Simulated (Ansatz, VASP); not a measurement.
# In4SbAs3: VASP beside Ansatz

INCAR

```
ALGO = Normal
EDIFF = 1E-6
ENCUT = 520
GGA = PE
ISIF = 2
ISMEAR = 0
LASPH = True
LCHARG = False
LREAL = False
LWAVE = False
NBANDS = 46
NELM = 100
PREC = Accurate
SIGMA = 0.1
```

Contents of KPOINTS:

```
k-points
0
Gamma
  4 4 4
```

POSCAR

```
In4SbAs3
1.0
   -3.1506102000      3.1506102000      6.2909363000
    3.1506102000     -3.1506102000      6.2909363000
    3.1506102000      3.1506102000     -6.2909363000
In Sb As
4 1 3
Direct
    0.8682050000      0.3898540000      0.0000000000
    0.3898540000      0.8682050000      0.0000000000
    0.1317950000      0.1317950000      0.5216490000
    0.6101460000      0.6101460000      0.4783510000
    0.0000000000      0.0000000000      0.0000000000
    0.7500000000      0.2500000000      0.5000000000
    0.2500000000      0.7500000000      0.5000000000
    0.5000000000      0.5000000000      0.0000000000
```

Input for Ansatz:

```yaml
crystal:
  lattice:
    - [-3.1506102, 3.1506102, 6.2909363]
    - [3.1506102, -3.1506102, 6.2909363]
    - [3.1506102, 3.1506102, -6.2909363]
  atoms:
    - { symbol: In, position: [0.868205, 0.389854, 0.0] }
    - { symbol: In, position: [0.389854, 0.868205, 0.0] }
    - { symbol: In, position: [0.131795, 0.131795, 0.521649] }
    - { symbol: In, position: [0.610146, 0.610146, 0.478351] }
    - { symbol: Sb, position: [0.0, 0.0, 0.0] }
    - { symbol: As, position: [0.75, 0.25, 0.5] }
    - { symbol: As, position: [0.25, 0.75, 0.5] }
    - { symbol: As, position: [0.5, 0.5, 0.0] }
basis:
  ecutwfc: 420
kpoints:
  mp_grid: { grid: [4, 4, 4] }
hamiltonian:
  xc: pbe
scf:
  occupations: { method: gaussian, width: 0.1 }
  lower_state_search: "off"
output:
  forces: true
  stress: true
  eigenvalues: true
```

Alike in both runs: task single point; functional PBE; k mesh 4 × 4 × 4; occupations gaussian, width 0.1 eV; no spin polarisation.

```csv
,VASP,Ansatz
version,VASP 6.6.1,Ansatz 0.2.0
potentials or method,"VASP PAW PBE potentials, release 64 (In_d, Sb, As), cutoff 520 eV","scalar-relativistic, plane waves, PAW"
valence electrons in the cell,72,112
```

|  | VASP | Ansatz | Ansatz less VASP |
| --- | --- | --- | --- |
| gap on the k mesh at the Fermi level (eV) | none | none | - |
| pressure (GPa) | 0.1 | 0.0 | -0.03 |

A gap of «none» marks a metal or a gap that the smearing closes. With one functional, cell and mesh, what is left measures potentials, basis and numerics. VASP's potentials hold 72 valence electrons a cell and Ansatz's 112, so a difference there can come from the potentials and not from the codes.

Spin-orbit coupling is off throughout.
